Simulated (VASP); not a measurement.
# FeO (F-43m) in VASP: further runs

FeO is run at these levels: PBE; tasks: single point.

Everything below comes from runs of VASP 6.6.1. Logs are shortened: lines on timing, memory, paths and dates and some standing lists are left out, and cuts for length are marked.

### 1 The cell of the first run

It takes space group F-43m (No. 216, cubic). Conventional cell: a = 4.667 Å, b = 4.667 Å, c = 4.667 Å, α = 90.00°, β = 90.00°, γ = 90.00°. Within 2.7 Å of Fe (site symmetry -43m) lie 4 O at 2.02 Å. O (site symmetry -43m) has 4 Fe at 2.02 Å within 2.7 Å.

### 2 Single point, PBE, collinear spin, ferromagnetic start

File INCAR:

```
SYSTEM = FeO
ALGO = Normal ; EDIFF = 1E-6
ENCUT = 520 ; GGA = PE
ISIF = 2 ; ISMEAR = -1
ISPIN = 2 ; LASPH = .True.
LCHARG = .True. ; LELF = .True.
LMAXMIX = 4 ; LORBIT = 11
LREAL = .False. ; LVHAR = .True.
LWAVE = .False. ; MAGMOM = 3 0
NBANDS = 18 ; NELM = 150
PREC = Accurate ; SIGMA = 0.05
```

File KPOINTS:

```
k-points
0
Gamma
  10 10 10
  0 0 0
```

File POSCAR:

```
FeO
1.0
    0.0000000000      2.3332595778      2.3332595778
    2.3332595778      0.0000000000      2.3332595778
    2.3332595778      2.3332595778      0.0000000000
Fe O
1 1
Direct
    0.0000000000      0.0000000000      0.0000000000
    0.2500000000      0.2500000000      0.2500000000
```

Potentials or basis: VASP PAW PBE potentials, release 64 (Fe, O).

On the command line:

```sh
$ cat potpaw_PBE.64/Fe/POTCAR potpaw_PBE.64/O/POTCAR > POTCAR
$ mpirun -np 1 vasp_std > vasp.out
```

OUTCAR:

```text
SYSTEM = FeO
   EDIFF = 1E-6
   ENCUT = 520
   GGA = PE
   ISIF = 2
   ISMEAR = -1
   ISPIN = 2
   LASPH = .True.
   LORBIT = 11
   LREAL = .False.
   NELM = 150
   PREC = Accurate

 ion  position               nearest neighbor table
   1  0.000  0.000  0.000-   2 2.02   2 2.02   2 2.02   2 2.02
   2  0.250  0.250  0.250-   1 2.02   1 2.02   1 2.02   1 2.02

  LATTYP: Found a face centered cubic cell.
 ALAT       =     4.6665191556

  Lattice vectors:

 A1 = (   0.0000000000,   2.3332595778,   2.3332595778)
 A2 = (   2.3332595778,   0.0000000000,   2.3332595778)
 A3 = (   2.3332595778,   2.3332595778,   0.0000000000)

Analysis of symmetry for initial positions (statically):
=====================================================================
 Subroutine PRICEL returns:
 Original cell was already a primitive cell.

 Routine SETGRP: Setting up the symmetry group for a
 face centered cubic supercell.

 Subroutine GETGRP returns: Found 24 space group operations
 (whereof 24 operations were pure point group operations)
 out of a pool of 48 trial point group operations.

The static configuration has the point symmetry T_d .

Analysis of symmetry for dynamics (positions and initial velocities):
=====================================================================
 Subroutine PRICEL returns:
 Original cell was already a primitive cell.

 Routine SETGRP: Setting up the symmetry group for a
 face centered cubic supercell.

 Subroutine GETGRP returns: Found 24 space group operations
 (whereof 24 operations were pure point group operations)
 out of a pool of 48 trial point group operations.

The dynamic configuration has the point symmetry T_d .

Analysis of structural, dynamic, and magnetic symmetry:
=====================================================================
 Subroutine PRICEL returns:
 Original cell was already a primitive cell.

 Routine SETGRP: Setting up the symmetry group for a
 face centered cubic supercell.

 Subroutine GETGRP returns: Found 24 space group operations
 (whereof 24 operations were pure point group operations)
 out of a pool of 48 trial point group operations.

The overall configuration has the point symmetry T_d .

 Subroutine INISYM returns: Found 24 space group operations
 (whereof 24 operations are pure point group operations),
 and found     1 'primitive' translations

----------------------------------------------------------------------------------------

                                     Primitive cell

  volume of cell :      25.4050

  direct lattice vectors                    reciprocal lattice vectors
     0.000000000  2.333259578  2.333259578    -0.214292488  0.214292488  0.214292488
     2.333259578  0.000000000  2.333259578     0.214292488 -0.214292488  0.214292488
     2.333259578  2.333259578  0.000000000     0.214292488  0.214292488 -0.214292488

  length of vectors
     3.299727339  3.299727339  3.299727339     0.371165477  0.371165477  0.371165477

  position of ions in fractional coordinates (direct lattice)
     0.000000000  0.000000000  0.000000000
     0.250000000  0.250000000  0.250000000

  ion indices of the primitive-cell ions
   primitive index   ion index
                 1           1
                 2           2

----------------------------------------------------------------------------------------

 KPOINTS: k-points

Automatic generation of k-mesh.
 Grid dimensions read from file:
 generate k-points for:   10   10   10

 Generating k-lattice:

  Cartesian coordinates                     Fractional coordinates (reciprocal lattice)
    -0.021429249  0.021429249  0.021429249     0.100000000  0.000000000  0.000000000
     0.021429249 -0.021429249  0.021429249     0.000000000  0.100000000  0.000000000
     0.021429249  0.021429249 -0.021429249     0.000000000  0.000000000  0.100000000

  Length of vectors
     0.037116548  0.037116548  0.037116548

  Shift w.r.t. Gamma in fractional coordinates (k-lattice)
     0.000000000  0.000000000  0.000000000

 Subroutine IBZKPT returns following result:
 ===========================================

 Found     47 irreducible k-points:

 Following reciprocal coordinates:
            Coordinates               Weight
  0.000000  0.000000  0.000000      1.000000
  0.100000  0.000000  0.000000      8.000000
  0.200000  0.000000  0.000000      8.000000
  0.300000  0.000000  0.000000      8.000000
  0.400000  0.000000  0.000000      8.000000
  0.500000  0.000000  0.000000      4.000000
[... 16 lines left out ...]
  0.300000  0.300000  0.000000      6.000000
  0.400000  0.300000  0.000000     24.000000
 [... further k-points ...]
   k-points           NKPTS =     47   k-points in BZ     NKDIM =     47   number of bands    NBANDS=     18
   number of dos      NEDOS =    301   number of ions     NIONS =      2
   total plane-waves  NPLWV =  21952
   dimension x,y,z NGX =    28 NGY =   28 NGZ =   28
   dimension x,y,z NGXF=    56 NGYF=   56 NGZF=   56
   ions per type =               1   1
   NGX,Y,Z   is equivalent  to a cutoff of  14.11, 14.11, 14.11 a.u.
   NGXF,Y,Z  is equivalent  to a cutoff of  28.21, 28.21, 28.21 a.u.
 SYSTEM =  FeO
   PREC   = accura    normal or accurate (medium, high low for compatibility)
   ISTART =      0    job   : 0-new  1-cont  2-samecut
   ICHARG =      2    charge: 1-file 2-atom 10-const
   ISPIN  =      2    spin polarized calculation?
   LNONCOLLINEAR =      F non collinear calculations
   LSORBIT =      F    spin-orbit coupling
   LASPH  =      T    aspherical Exc in radial PAW
   ENCUT  =  520.0 eV  38.22 Ry    6.18 a.u.   6.14  6.14  6.14*2*pi/ulx,y,z
   NELM   =    150;   NELMIN=  2; NELMDL= -5     # of ELM steps
   EDIFF  = 0.1E-05   stopping-criterion for ELM
   LREAL  =      F    real-space projection
   EDIFFG = 0.1E-04   stopping-criterion for IOM
   NSW    =      0    number of steps for IOM
   IBRION =     -1    ionic relax: 0-MD 1-quasi-New 2-CG
   NFREE  =      0    steps in history (QN), initial steepest desc. (CG)
   ISIF   =      2    stress and relaxation
   ISYM   =      2    0-nonsym 1-usesym 2-fastsym
   POTIM  = 0.5000    time-step for ionic-motion
   TEBEG  =    0.0;   TEEND  =   0.0 temperature during run
   PSTRESS=    0.0 pullay stress
   NELECT =      14.0000    total number of electrons
   NUPDOWN=      -1.0000    fix difference up-down
   EMIN   =  10.00;   EMAX   =-10.00  energy-range for DOS
   EFERMI =   0.00;   METHOD = LEGACY
   ISMEAR =    -1;   SIGMA  =   0.05  broadening in eV -4-tet -1-fermi 0-gaus
   EFERMI_NEDOS =   21; number of points for ismear=-14 and -15
   IALGO  =     38    algorithm
   IMIX   =      4    mixing-type and parameters
     AMIX     =   0.40;   BMIX     =  1.00
     AMIX_MAG =   1.60;   BMIX_MAG =  1.00
  volume/ion in A,a.u.               =      12.70        85.72
  Fermi-wavevector in a.u.,A,eV,Ry     =   1.342181  2.536355 24.510217  1.801450
  Thomas-Fermi vector in A             =   2.470355
   LORBIT       =     11    0 simple, 1 ext, 2 COOP (PROOUT), +10 PAW based schemes
   GGA     = PE    functional components
   LHFCALC =     F    Hartree Fock is set to
   AEXX    =    0.0000 exact exchange contribution
   IVDW    =     0    specifies the selected vdW correction
   LEPSILON=     F    determine dielectric tensor
   LRPA    =     F    only Hartree local field effects (RPA)
 spin polarized calculation
  energy-cutoff  :      520.00
  volume of cell :       25.40
 maximum number of plane-waves:       701
 NGX is ok and might be reduce to    28
   NGX = 13   NGY = 13   NGZ = 13

 number of electron      14.0000003 magnetization       4.0116928

 Free energy of the ion-electron system (eV)
  ---------------------------------------------------
  ext. energy  EPLUGINS =         0.00000000
  ---------------------------------------------------
  free energy    TOTEN  =       -14.96051919 eV

  energy without entropy =      -14.94186226  energy(sigma->0) =      -14.95119072

 E-fermi :   4.0440     XC(G=0): -10.6781

 val. band max:        4.0334957065   @ k =   0.5000   0.1000   0.0000
 cond. band min:       4.0463462056   @ k =  -0.3000   0.1000   0.0000
 fundamental gap:      0.0128504991
 Fermi energy:         4.0440467284

 spin component 1

 k-point     1 :       0.0000    0.0000    0.0000
  band No.  band energies     occupation
      1     -15.9651      1.00000
      2      -2.3710      1.00000
      3      -2.3710      1.00000
      4      -2.3710      1.00000
      5       0.5510      1.00000
      6       0.5510      1.00000
[... 10 lines left out ...]
     17      22.5845      0.00000
     18      24.7448      0.00000
[... 463 lines left out ...]
 k-point    24 :       0.4000    0.3000    0.0000
  band No.  band energies     occupation
      1     -15.4413      1.00000
      2      -3.1596      1.00000
      3      -1.7745      1.00000
      4      -1.7459      1.00000
      5       0.2482      1.00000
      6       0.7680      1.00000
[... 10 lines left out ...]
     17      28.4472      0.00000
     18      30.2751      0.00000

 [... further k-points ...]

 spin component 2

 k-point     1 :       0.0000    0.0000    0.0000
  band No.  band energies     occupation
      1     -15.4180      1.00000
      2      -0.9989      1.00000
      3      -0.9989      1.00000
      4      -0.9989      1.00000
      5       3.8135      0.99015
      6       4.1859      0.05535
[... 10 lines left out ...]
     17      22.9769      0.00000
     18      25.6292      0.00000
[... 463 lines left out ...]
 k-point    24 :       0.4000    0.3000    0.0000
  band No.  band energies     occupation
      1     -14.8740      1.00000
      2      -2.2488      1.00000
      3      -0.7567      1.00000
      4      -0.6866      1.00000
      5       3.3290      1.00000
      6       4.4914      0.00013
[... 10 lines left out ...]
     17      28.9963      0.00000
     18      30.9025      0.00000

 [... further k-points ...]
[... 5 lines left out ...]
  --------------------------------------------------------------------------------------
  -------------------------------------------------------------------------------------
  Total       -0.8492592     -0.8492592     -0.8492592      0.0000000      0.0000000      0.0000000
  in kB      -53.5589017    -53.5589017    -53.5589017      0.0000000      0.0000000      0.0000000
  external PRESSURE =     -53.5589017 kB  Pullay stress =       0.0000000 kB

 VOLUME and BASIS-vectors are now :
 -----------------------------------------------------------------------------
  energy-cutoff  :      520.00
  volume of cell :       25.40
      direct lattice vectors                 reciprocal lattice vectors
     0.000000000  2.333259578  2.333259578    -0.214292488  0.214292488  0.214292488
     2.333259578  0.000000000  2.333259578     0.214292488 -0.214292488  0.214292488
     2.333259578  2.333259578  0.000000000     0.214292488  0.214292488 -0.214292488

 POSITION                                       TOTAL-FORCE (eV/Angst)
 -----------------------------------------------------------------------------------
      0.00000      0.00000      0.00000         0.000000      0.000000      0.000000
      1.16663      1.16663      1.16663        -0.000000     -0.000000     -0.000000
 -----------------------------------------------------------------------------------
    total drift:                                0.000001      0.000001      0.000001

  FREE ENERGIE OF THE ION-ELECTRON SYSTEM (eV)
  ---------------------------------------------------
  free  energy   TOTEN  =       -14.9605191886 eV

  energy  without entropy=      -14.9418622583  energy(sigma->0) =      -14.95119072

 total charge

# of ion       s       p       d       tot
------------------------------------------
    1        0.318   0.405   6.046   6.770
    2        1.552   3.434   0.000   4.986
--------------------------------------------------
tot          1.871   3.839   6.046  11.756

 magnetization (x)

# of ion       s       p       d       tot
------------------------------------------
    1        0.027   0.045   3.535   3.606
    2        0.020   0.276   0.000   0.296
--------------------------------------------------
tot          0.047   0.321   3.535   3.903
```

Wall time 52 s (1 thread of Intel Xeon Platinum 8488C (Sapphire Rapids), shared host); peak memory 0.19 GiB.

Results:

```
Free energy                                           : -14.9605 eV
Pressure                                              : -5.4 GPa
Band gap on the k mesh                                : zero (filled and empty bands overlap)
Net moment                                            : 4.01 μB per cell
Site moments                                          : Fe +3.61; O +0.30 μB
Valence electrons inside the program's atomic spheres : Fe 6.77; O 4.99
```

Caveat: a cell with one magnetic atom can't hold antiferromagnetic order, which such compounds often take; semilocal functionals often make such compounds metallic where correlation or magnetic order opens a gap, which also shifts bond lengths. With open d or f shells a metallic result of PBE can be an artefact of self-interaction; +U or a hybrid may open a gap.

[end of part 1 of 2]
